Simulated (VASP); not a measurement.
A run of VASP 6.6.1:

INCAR

```
SYSTEM = TiPt3
  PREC = Accurate
  ENCUT = 600
  EDIFF = 1E-6
  ISMEAR = 0
  SIGMA = 0.1
  LREAL = .False.
  LASPH = .True.
  NELM = 100
  ALGO = Fast
  ISIF = 3
  LWAVE = .False.
  LCHARG = .False.
  GGA = PS
  IBRION = 2
  NSW = 80
  EDIFFG = -0.01
```

Contents of KPOINTS:

```
Automatic mesh
0
Gamma
  12 12 12
  0 0 0
```

POSCAR

```
TiPt3
1.0
    3.9000063314      0.0000000000      0.0000000000
    0.0000000000      3.9000063314      0.0000000000
    0.0000000000      0.0000000000      3.9000063314
Pt Ti
3 1
Direct
    0.0000000000      0.5000000000      0.5000000000
    0.5000000000      0.0000000000      0.5000000000
    0.5000000000      0.5000000000      0.0000000000
    0.0000000000      0.0000000000      0.0000000000
```

Potentials or basis: VASP PAW PBE potentials, release 64 (Pt, Ti_sv).

The run is started by

```sh
$ cat potpaw_PBE.64/Pt/POTCAR potpaw_PBE.64/Ti_sv/POTCAR > POTCAR
$ mpirun -np 1 vasp_std > vasp.out
```

Hardware: 1 thread of Intel Xeon 6975P-C, on a shared host.

Estimate the wall time of this run.

Run time: 4.8 min on 1 thread of Intel Xeon 6975P-C (shared host), peak memory 0.3 GiB. Counts: scf iterations 50, k points 84, ion steps 3.
